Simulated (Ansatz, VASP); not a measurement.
Two plane-wave programs on Ti18B36F

```
Ti B F
1.0
     9.09526    0.00000    0.00000
    -4.54763    7.87672    0.00000
     0.00000    0.00000    6.44836
Ti B F
18 36 1
Direct
  0.99719 0.99861 0.99936
  0.00234 0.00118 0.50041
  0.00060 0.33316 0.99832
  0.00050 0.33326 0.49757
  0.00060 0.66746 0.99832
  0.00050 0.66726 0.49757
  0.33514 0.99860 0.99937
  0.33257 0.00119 0.50040
  0.33515 0.33656 0.99937
  0.33256 0.33140 0.50040
  0.31132 0.65567 0.99051
  0.32788 0.66395 0.49632
  0.67810 0.02248 0.99048
  0.66980 0.00586 0.49633
  0.66630 0.33316 0.99831
  0.66649 0.33325 0.49756
  0.67810 0.65563 0.99048
  0.66980 0.66396 0.49633
  0.11153 0.22222 0.24898
  0.22249 0.11126 0.24700
  0.11164 0.22212 0.75021
  0.22250 0.11126 0.75100
  0.11011 0.55507 0.24797
  0.22152 0.44308 0.25011
  0.10873 0.55438 0.74375
  0.22126 0.44321 0.74673
  0.11153 0.88933 0.24898
  0.22153 0.77847 0.25010
  0.11164 0.88955 0.75021
  0.22126 0.77807 0.74673
  0.44441 0.22222 0.24896
  0.55529 0.11223 0.25008
  0.44420 0.22211 0.75021
  0.55570 0.11250 0.74674
  0.43978 0.54583 0.27080
  0.55529 0.44308 0.25009
  0.44451 0.55527 0.74405
  0.55570 0.44321 0.74673
  0.43979 0.89397 0.27080
  0.55582 0.77792 0.29192
  0.44451 0.88925 0.74404
  0.55583 0.77793 0.71042
  0.77870 0.22366 0.24796
  0.89065 0.11222 0.25008
  0.77939 0.22504 0.74374
  0.89054 0.11250 0.74673
  0.77869 0.55506 0.24796
  0.88917 0.44460 0.25003
  0.77939 0.55437 0.74373
  0.88917 0.44460 0.74479
  0.78792 0.89397 0.27083
  0.89066 0.77846 0.25008
  0.77848 0.88925 0.74405
  0.89054 0.77806 0.74672
  0.55587 0.77794 0.04961
```

Alike in both runs: functional PBE; k mesh 2 × 2 × 2; occupations methfessel-paxton of order 1, width 0.1 eV; no spin polarisation.

Ansatz relaxed the structure, and its values are those at the end. VASP's run is a single point on that final structure, the one shown.

|  | VASP | Ansatz |
| --- | --- | --- |
| version | VASP 6.6.1 | Ansatz 0.2.0 |
| potentials or method | VASP PAW PBE potentials, release 64 (Ti_sv, B, F), cutoff 520 eV | plane-wave PAW DFT |
| valence electrons in the cell | 331 | 331 |

```tsv
	VASP	Ansatz	Ansatz less VASP
rms of the force components (eV/Å)	0.011	0.002	-0.0085
```

The k mesh is coarse, so the values compare programs but aren't converged.
